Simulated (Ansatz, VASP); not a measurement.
## CuO in VASP and in Ansatz

The input INCAR:

```
SYSTEM = CuO
PREC = Accurate
ENCUT = 520
EDIFF = 1E-6
ISMEAR = -1
SIGMA = 0.05
LREAL = .FALSE.
LASPH = .TRUE.
NELM = 100
ALGO = Normal
ISIF = 2
LWAVE = .FALSE.
LCHARG = .FALSE.
GGA = RP
IVDW = 12
NBANDS = 25
```

KPOINTS

```
Automatic mesh
0
G
  10 10 5
  0 0 0
```

POSCAR

```
CuO
1.0
    2.3101994985     -1.6881714891      0.0000000000
    2.3101994985      1.6881714891      0.0000000000
   -0.8385391614      0.0000000000      4.9895114286
Cu O
2 2
Direct
    0.5000000000      0.0000000000      0.5000000000
    0.0000000000      0.5000000000      0.0000000000
    0.4184000000      0.5816000000      0.7500000000
    0.5816000000      0.4184000000      0.2500000000
```

input.yaml

```yaml
crystal:
  lattice:
    - [2.3101994985, -1.6881714891, 0.0]
    - [2.3101994985, 1.6881714891, 0.0]
    - [-0.8385391614, 0.0, 4.9895114286]
  atoms:
    - { symbol: Cu, position: [0.5, 0.0, 0.5] }
    - { symbol: Cu, position: [0.0, 0.5, 0.0] }
    - { symbol: O, position: [0.4184, 0.5816, 0.75] }
    - { symbol: O, position: [0.5816, 0.4184, 0.25] }
hamiltonian:
  xc: rpbe
  pseudopotentials: { kind: paw }
  dispersion: d3bj
kpoints:
  mp_grid: { grid: [10, 10, 5] }
scf:
  occupations: { method: fermi_dirac, width: 0.05 }
output:
  forces: true
  stress: true
  eigenvalues: true
```

Alike in both runs: task single point; functional RPBE; dispersion D3(BJ); k mesh 10 × 10 × 5; occupations fermi-dirac, width 0.05 eV; no spin polarisation.

|  | VASP | Ansatz |
| --- | --- | --- |
| version | VASP 6.6.1 | Ansatz 0.2.0 |
| potentials or method | VASP PAW PBE potentials, release 64 (Cu, O) | Ansatz PAW |
| plane-wave cutoff (eV) | 520 | 420 |
| valence electrons in the cell | 34 | 50 |

Ansatz gave:

```
gap on the k mesh at the Fermi level (eV)                     : none
pressure (GPa)                                                : -4.9
traceless stress, the component that is largest in VASP (GPa) : -3.25
rms of the force components (eV/Å)                            : 0.001
```

Question: Which values does VASP return?

Answer: gap on the k mesh at the Fermi level (eV): none; pressure (GPa): -4.0; traceless stress, the component that is largest in VASP (GPa): -3.35; rms of the force components (eV/Å): 0.020.

VASP's potentials were made for PBE, not for RPBE. Atom by atom the forces differ by 0.020 eV/Å (rms over components). A gap of «none» marks a metal or a gap that the smearing closes. VASP's potentials hold 34 valence electrons a cell and Ansatz's 50, so a difference there can come from the potentials and not from the codes.
